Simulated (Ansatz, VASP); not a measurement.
# Two plane-wave programs on Mg3Cd2O5

```xyz
10
Lattice="0.0004 -3.1918 0.0000 3.1926 -0.0004 0.0001 -1.5961 1.5963 11.2386" Properties=species:S:1:pos:R:3 pbc="T T T"
Mg    1.5969   -1.5957    9.1666
Mg    0.0006    0.0002   11.2387
Mg    0.0004   -0.0003    2.0721
Cd    1.5966   -1.5962    4.3901
Cd    0.0004    0.0003    6.8486
O    -0.0001    0.0000    0.0000
O     1.5962   -1.5959    2.0415
O     0.0000    0.0000    4.2645
O     1.5970   -1.5959    6.9741
O     0.0006    0.0002    9.1971
```

Change from the starting cell: cell x1, atoms moved at random (sigma 0.1 Å) and cell strained at random (1.5 %), then relaxed without symmetry.

Alike in both runs: functional PBE; k mesh 4 × 4 × 4; occupations gaussian, width 0.1 eV; no spin polarisation.

Ansatz relaxed the structure, and its values are those at the end. VASP's run is a single point on that final structure, the one shown.

|  | VASP | Ansatz |
| --- | --- | --- |
| version | VASP 6.6.1 | Ansatz 0.2.0 |
| potentials or method | VASP PAW PBE potentials, release 64 (Mg, Cd, O), cutoff 520 eV | scalar-relativistic, plane waves, PAW |
| valence electrons in the cell | 60 | 100 |

Ansatz gave:

```
gap on the k mesh at the Fermi level (eV) : 0.82
least direct gap on the mesh (eV)         : 1.50
pressure (GPa)                            : 0.0
rms of the force components (eV/Å)        : 0.001
```

**Question.** What did VASP give for the same quantities?

**Answer.** gap on the k mesh at the Fermi level (eV): 0.80; least direct gap on the mesh (eV): 1.47; pressure (GPa): 0.4; rms of the force components (eV/Å): 0.019.

VASP's potentials hold 60 valence electrons a cell and Ansatz's 100, so a difference there can come from the potentials and not from the codes.

The k mesh is coarse, so the values compare programs but aren't converged.
